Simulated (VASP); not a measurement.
The system is Sn2TeO2.

```
Sn Te O
1.0
     4.35637    0.00000    0.00000
    -2.17818    3.77273    0.00000
     0.00000    0.00000    7.87208
Sn Te O
2 1 2
Direct
  0.00000 0.00000 0.64802
  0.00000 0.00000 0.35198
  0.66667 0.33333 0.00000
  0.00000 0.00000 0.00000
  0.33333 0.66667 0.00000
```

The cell was built from a structure type or drawn by symmetry, and may not be a known phase.

- Program: VASP 6.6.1
- Task: relaxation of cell and atoms
- Functional: PBE
- Potentials or basis: VASP PAW PBE potentials, release 64 (Sn_d, Te, O)
- Cutoff: 600 eV
- k mesh: 6 × 6 × 2
- Occupations: gaussian, width 0.1 eV
- Spin: no spin polarisation

At the start: pressure -2.6 GPa; volume 25.88 Å³/atom.

How do energy, volume and symmetry change on relaxing?

Over 13 steps the energy falls by 624.7 meV/atom and the volume is 23.24 Å³/atom (-10.2 %); space group P-6m2 (No. 187, to 0.1 Å) before and after.

Step by step:
| step | energy change (eV) | largest force (eV/Å) | pressure (GPa) | volume (Å³) |
| --- | --- | --- | --- | --- |
| 1 | 0.0000 | 7.7020 | -2.63 | 129.38 |
| 2 | -2.7120 | 0.7800 | -4.15 | 120.49 |
| 3 | -2.7313 | 0.7283 | -3.70 | 119.99 |
| 4 | -2.7533 | 0.6485 | -2.66 | 118.98 |
| 5 | -2.9793 | 0.3542 | 1.19 | 111.80 |
| 6 | -2.9979 | 0.1325 | 2.94 | 109.44 |
| 7 | -3.0905 | 0.1662 | 2.09 | 111.78 |
| 8 | -3.0940 | 0.1086 | 2.13 | 111.45 |
| 9 | -3.1084 | 0.3072 | -1.05 | 116.46 |
| 10 | -3.1155 | 0.1625 | 0.05 | 114.58 |
| 11 | -3.1178 | 0.1339 | -0.01 | 114.87 |
| 12 | -3.1205 | 0.0943 | 0.04 | 115.32 |
| 13 | -3.1236 | 0.0241 | 0.04 | 116.21 |

Final structure:
```yaml
crystal:
  lattice:
    - [4.08968, 0.00000, 0.00000]
    - [-2.04484, 3.54177, 0.00000]
    - [0.00000, 0.00000, 8.02309]
  atoms:
    - { symbol: Sn, position: [0.00000, 0.00000, 0.71716] }
    - { symbol: Sn, position: [0.00000, 0.00000, 0.28284] }
    - { symbol: Te, position: [0.66667, 0.33333, 0.00000] }
    - { symbol: O, position: [0.00000, 0.00000, 0.00000] }
    - { symbol: O, position: [0.33333, 0.66667, 0.00000] }
```

Caveat: the k points lie up to 0.39 Å⁻¹ apart in the final cell, too coarse for converged energies and pressures of a metal.
